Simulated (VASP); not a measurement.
Wanted: the native input for a VASP 6.6.1 run.

```
Task                   : relaxation of cell and atoms
Functional             : PBEsol
Potentials or basis    : VASP PAW PBE potentials, release 64 (La)
Cutoff                 : 600 eV
k mesh                 : 10 × 10 × 6
Occupations            : fermi-dirac, width 0.1 eV
Spin                   : no spin polarisation
Hubbard terms          : La f U = 8.0 eV
Dipole correction      : no
Further INCAR settings : ALGO = Normal; EDIFF = 1e-07; IBRION = 2; EDIFFG = -0.002; NSW = 100; ISIF = 3
```

The structure of La lies in POSCAR:

```
La
1.0
    3.7500000000      0.0000000000      0.0000000000
   -1.8750000000      3.2475952642      0.0000000000
    0.0000000000      0.0000000000      6.0700000000
La
2
Direct
    0.3333333333      0.6666666667      0.2500000000
    0.6666666667      0.3333333333      0.7500000000
```

The input as run:

INCAR

```
ALGO = Normal ; EDIFF = 1E-7
EDIFFG = -0.002 ; ENCUT = 600
GGA = PS ; IBRION = 2
ISIF = 3 ; ISMEAR = -1
LASPH = T ; LCHARG = F
LDAU = T ; LDAUJ = 0
LDAUL = 3 ; LDAUPRINT = 1
LDAUTYPE = 2 ; LDAUU = 8
LMAXMIX = 6 ; LREAL = F
LWAVE = F ; NELM = 150
NSW = 100 ; PREC = Accurate
SIGMA = 0.1
```

KPOINTS

```
k-points
0
Gamma
  10 10 6
```

Potentials or basis: VASP PAW PBE potentials, release 64 (La).

Launch:

```sh
$ cat potpaw_PBE.64/La/POTCAR > POTCAR
$ mpirun -np 1 vasp_std > vasp.out
```

Results of the run:

- Relaxed volume: 36.97 Å³/atom
- Relaxed cell: a = 3.729 Å, b = 3.729 Å, c = 6.139 Å, α = 90.00°, β = 90.00°, γ = 120.00°
- Space group after relaxing (to 0.05 Å): P6_3/mmc (No. 194)
- Energy gained by relaxing: 0.7 meV/atom
- Ionic steps: 6
- Pressure after relaxing: 0.0 GPa
- Band gap on the k mesh: zero (band 11 reaches 9.08 eV, above the bottom of band 12 at 7.37 eV)

Caveat: the PAW data sets were made with another functional, which shifts forces and pressure a little; spin-orbit coupling is left out, which moves the levels of the heavy elements; U without spin polarisation on a metal has little footing; the U is typed as a test and isn't derived for this compound.

Run time: 5.1 min on 1 thread of Intel Xeon 6975P-C, on a shared host, peak memory 0.26 GiB.
